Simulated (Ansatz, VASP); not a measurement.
SiO2 in VASP and in Ansatz

The input INCAR:

```
SYSTEM = SiO2
ALGO = Normal
EDIFF = 1E-7
ENCUT = 520
GGA = PE
ISIF = 2
ISMEAR = -1
LASPH = .TRUE.
LCHARG = .TRUE.
LELF = .TRUE.
LREAL = .FALSE.
LVHAR = .TRUE.
LWAVE = .FALSE.
NBANDS = 25
NELM = 80
PREC = Accurate
SIGMA = 0.03
```

KPOINTS

```
k-points
0
G
  6 6 9
  0 0 0
```

File POSCAR:

```
SiO2
1.0
    4.0947678930      0.0000000000      0.0000000000
    0.0000000000      4.0947678930      0.0000000000
    0.0000000000      0.0000000000      2.6133398208
Si O
2 4
Direct
    0.0000000000      0.0000000000      0.0000000000
    0.5000000000      0.5000000000      0.5000000000
    0.3067000000      0.3067000000      0.0000000000
    0.1933000000      0.8067000000      0.5000000000
    0.6933000000      0.6933000000      0.0000000000
    0.8067000000      0.1933000000      0.5000000000
```

Input for Ansatz:

```yaml
crystal:
  lattice:
    - [4.094767893, 0.0, 0.0]
    - [0.0, 4.094767893, 0.0]
    - [0.0, 0.0, 2.6133398208]
  atoms:
    - { symbol: Si, position: [0.0, 0.0, 0.0] }
    - { symbol: Si, position: [0.5, 0.5, 0.5] }
    - { symbol: O, position: [0.3067, 0.3067, 0.0] }
    - { symbol: O, position: [0.1933, 0.8067, 0.5] }
    - { symbol: O, position: [0.6933, 0.6933, 0.0] }
    - { symbol: O, position: [0.8067, 0.1933, 0.5] }
kpoints:
  mp_grid: { grid: [6, 6, 9] }
  band_path:
    path:
      - [0.0, 0.0, 0.0]
      - [0.0, 0.5, 0.0]
      - [0.5, 0.5, 0.0]
      - [0.0, 0.0, 0.0]
      - [0.0, 0.0, 0.5]
      - [0.0, 0.5, 0.5]
      - [0.5, 0.5, 0.5]
      - [0.0, 0.0, 0.5]
      - [0.0, 0.5, 0.0]
    npoints: 5
scf:
  occupations: { method: fermi_dirac, width: 0.03 }
hamiltonian:
  xc: pbe
  pseudopotentials: { kind: all_electron, lapw: { basis_error: 0.001 } }
output:
  forces: true
  stress: true
  eigenvalues: true
```

Change from the starting cell: volume scaled by 0.94.

Alike in both runs: task single point; functional PBE; k mesh 6 × 6 × 9; occupations fermi-dirac, width 0.03 eV; no spin polarisation.

|  | VASP | Ansatz |
| --- | --- | --- |
| version | VASP 6.6.1 | Ansatz 0.2.0 |
| potentials or method | VASP PAW PBE potentials, release 64 (Si, O), cutoff 520 eV | all-electron LAPW, scalar-relativistic |

Ansatz gave:

```
gap on the k mesh at the Fermi level (eV)                     : 6.78
pressure (GPa)                                                : 34.9
traceless stress, the component that is largest in VASP (GPa) : 3.86
rms of the force components (eV/Å)                            : 0.330
```

**Question.** What did VASP give for the same quantities?

**Answer.** gap on the k mesh at the Fermi level (eV): 6.76; pressure (GPa): 35.2; traceless stress, the component that is largest in VASP (GPa): 4.43; rms of the force components (eV/Å): 0.344.

Atom by atom the forces differ by 0.014 eV/Å (rms over components). Both programs put the cell under a high pressure, so it lies far from rest at this level. Ansatz ran all-electron here, and VASP with PAW potentials.
